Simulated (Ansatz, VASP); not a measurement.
## CoSi2 in VASP and in Ansatz

```
Co Si
1.0
     0.00000    2.67994    2.67994
     2.67994    0.00000    2.67994
     2.67994    2.67994    0.00000
Co Si
1 2
Direct
  0.00000 0.00000 0.00000
  0.25933 0.24067 0.25933
  0.75933 0.74067 0.75933
```

Change from the starting cell: all Si atoms moved +0.050 Å, as atom 2 along Cartesian [0 1 0].

Alike in both runs: task single point; functional PBE; k mesh 16 × 16 × 16; occupations gaussian, width 0.15 eV; no spin polarisation.

|  | VASP | Ansatz |
| --- | --- | --- |
| version | VASP 6.6.1 | Ansatz 0.2.0 |
| potentials or method | VASP PAW PBE potentials, release 64 (Co, Si), cutoff 520 eV | scalar-relativistic, plane waves, PAW |
| valence electrons in the cell | 17 | 25 |

```tsv
	VASP	Ansatz	Ansatz less VASP
gap on the k mesh at the Fermi level (eV)	none	none	-
pressure (GPa)	0.0	0.2	+0.24
traceless stress, the component that is largest in VASP (GPa)	-0.07	-0.07	+0.003
rms of the force components (eV/Å)	0.237	0.236	-0.0014
```

Atom by atom the forces differ by 0.001 eV/Å (rms over components). A gap of «none» marks a metal or a gap that the smearing closes. The functional is the same, so the differences come from potentials, cutoffs and numerics. VASP's potentials hold 17 valence electrons a cell and Ansatz's 25, so a difference there can come from the potentials and not from the codes.
